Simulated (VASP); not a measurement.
The system is Au.

```
Au
1.0
     0.00000    2.09676    2.09676
     2.09676    0.00000    2.09676
     2.09676    2.09676    0.00000
Au
1
Cartesian
  0.0000 0.0000 0.0000
```

Base run:

| Property | Result |
| --- | --- |
| Program | VASP 6.6.1 |
| Functional | PBE |
| Potentials or basis | VASP PAW PBE potentials, release 64 (Au) |
| Cutoff | 520 eV |
| k mesh | 12 × 12 × 12 |
| Occupations | fermi-dirac, width 0.06 eV |
| Spin | no spin polarisation |

Its results: pressure -3.3 GPa.

**Question.** The run is repeated on the same cell with these changes: functional from PBE to PBEsol; further incar settings from ALGO = Normal; EDIFF = 1e-06; NBANDS = 12 to ALGO = Normal; EDIFF = 1e-07; NBANDS = 12. What comes out?

**Answer.** Pressure -11.1 GPa.

Caveats: the PAW data sets were made with another functional, which shifts forces and pressure a little (some runs).
